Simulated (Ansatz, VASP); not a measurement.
# Pd: VASP beside Ansatz

Contents of INCAR:

```
SYSTEM = Pd
PREC = Accurate
ENCUT = 520
EDIFF = 1E-6
ISMEAR = 0
SIGMA = 0.15
LREAL = .False.
LASPH = .True.
NELM = 100
ALGO = Normal
ISIF = 2
LWAVE = .False.
LCHARG = .False.
GGA = PS
NBANDS = 11
```

KPOINTS

```
regular mesh
0
Gamma
  20 20 20
  0 0 0
```

File POSCAR:

```
Pd
1.0
    0.0000000000      2.0226960000      1.7893080000
    2.0226960000      0.0000000000      1.7893080000
    2.0226960000      2.0226960000      0.0000000000
Pd
1
Direct
    0.0000000000      0.0000000000      0.0000000000
```

Input for Ansatz:

```yaml
crystal:
  lattice:
    - [0.0, 2.022696, 1.789308]
    - [2.022696, 0.0, 1.789308]
    - [2.022696, 2.022696, 0.0]
  atoms:
    - { symbol: Pd, position: [0.0, 0.0, 0.0] }
basis:
  ecutwfc: 420
kpoints:
  mp_grid: { grid: [20, 20, 20] }
hamiltonian:
  xc: pbesol
scf:
  occupations: { method: gaussian, width: 0.15 }
output:
  forces: true
  stress: true
  eigenvalues: true
```

Change from the starting cell: strain +0.040 along x and y, -0.080 along z, atoms carried along.

Alike in both runs: task single point; functional PBEsol; k mesh 20 × 20 × 20; occupations gaussian, width 0.15 eV; no spin polarisation.

```csv
,VASP,Ansatz
version,VASP 6.6.1,Ansatz 0.2.0
potentials or method,"VASP PAW PBE potentials, release 64 (Pd), cutoff 520 eV","scalar-relativistic, plane waves, PAW"
valence electrons in the cell,10,18
```

|  | VASP | Ansatz | Ansatz less VASP |
| --- | --- | --- | --- |
| gap on the k mesh at the Fermi level (eV) | none | none | - |
| pressure (GPa) | -1.0 | -0.6 | +0.35 |
| traceless stress, the component that is largest in VASP (GPa) | 2.52 | 2.55 | +0.029 |

VASP's potentials were made for PBE, not for PBEsol. A gap of «none» marks a metal or a gap that the smearing closes. The functional is the same, so the differences come from potentials, cutoffs and numerics. VASP's potentials hold 10 valence electrons a cell and Ansatz's 18, so a difference there can come from the potentials and not from the codes.
